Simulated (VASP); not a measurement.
Set up this calculation in VASP 6.6.1, as the native input.

```yaml
Task: single point
Functional: r2SCAN
Potentials_or_basis: VASP PAW PBE potentials, release 64 (Hf_pv)
Cutoff: 520 eV
k_mesh: 18 × 18 × 18
Occupations: gaussian, width 0.15 eV
Spin: no spin polarisation
Dipole_correction: no
Further_INCAR_settings: ALGO = Normal; EDIFF = 1e-06; NBANDS = 11
```

The system is Hf.

```xyz
1
Lattice="-1.7147 1.8050 1.8050 1.7147 -1.8050 1.8050 1.7147 1.8050 -1.8050" Properties=species:S:1:pos:R:3 pbc="T T T"
Hf    0.0000    0.0000    0.0000
```

This cell differs from its parent crystal: strain -0.0500 x Voigt [1, 0, 0, 0, 0, 0].

These files were run (other wordings do the same):

POSCAR

```
Hf
1.0
   -1.7147500000      1.8050000000      1.8050000000
    1.7147500000     -1.8050000000      1.8050000000
    1.7147500000      1.8050000000     -1.8050000000
Hf
1
Direct
    0.0000000000      0.0000000000      0.0000000000
```

INCAR.step1

```
PREC = Accurate ; ENCUT = 520
ISMEAR = 0 ; SIGMA = 0.15
LREAL = False ; LASPH = True
NELM = 80 ; NBANDS = 11
GGA = PE ; ALGO = Normal
EDIFF = 1E-4 ; LWAVE = True
LCHARG = False
```

INCAR.step2

```
PREC = Accurate ; ENCUT = 520
EDIFF = 1E-6 ; ISMEAR = 0
SIGMA = 0.15 ; LREAL = False
LASPH = True ; NELM = 80
ALGO = Normal ; ISIF = 2
LWAVE = False ; LCHARG = False
METAGGA = R2SCAN ; LMIXTAU = True
NBANDS = 11 ; ISTART = 1
```

KPOINTS

```
regular mesh
0
Gamma
  18 18 18
```

Potentials or basis: VASP PAW PBE potentials, release 64 (Hf_pv).

Command:

```console
$ cat potpaw_PBE.64/Hf_pv/POTCAR > POTCAR
$ cp INCAR.step1 INCAR
$ mpirun -np 1 vasp_std > vasp.out
$ cp INCAR.step2 INCAR
$ mpirun -np 1 vasp_std > vasp.out
```

It gave:

- Pressure: -1.0 GPa
- Band gap on the k mesh: zero (bands 5 and 6 overlap by 2.33 eV)

Caveat: the cell differs from its parent crystal (strain -0.0500 x Voigt [1, 0, 0, 0, 0, 0]); the PAW data sets were made with another functional, which shifts forces and pressure a little; spin-orbit coupling is left out, which moves the levels of the heavy elements.

Wall time 13 min on 1 thread of Intel Xeon 8259CL, with other jobs on the host, peak memory 0.21 GiB.
